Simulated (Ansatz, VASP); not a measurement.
## Two plane-wave programs on InP

```xyz
2
Lattice="0.0000 3.0424 2.8530 3.0424 0.0000 2.8530 3.0424 3.0424 0.0000" Properties=species:S:1:pos:R:3 pbc="T T T"
In    0.0000    0.0000    0.0000
P     1.5212    1.5212    1.4265
```

Change from the starting cell: epitaxial_xy strain +3.0%.

Alike in both runs: task single point; functional HSE06; k mesh 6 × 6 × 6; no spin polarisation.

```csv
,VASP,Ansatz
version,VASP 6.6.1,Ansatz 0.2.0
potentials or method,"VASP PAW PBE potentials, release 64 (In_d, P)","plane waves, PAW"
plane-wave cutoff (eV),520,420
occupations,"gaussian, width 0.01 eV",fixed
valence electrons in the cell,18,18
```

|  | VASP | Ansatz | Ansatz less VASP |
| --- | --- | --- | --- |
| gap on the k mesh at the Fermi level (eV) | 1.00 | 1.00 | +0.003 |
| pressure (GPa) | -2.0 | -1.9 | +0.10 |
| traceless stress, the component that is largest in VASP (GPa) | 1.82 | 1.82 | -0.003 |

Ansatz's warnings: stress exchange threshold loose, stress scf threshold loose.
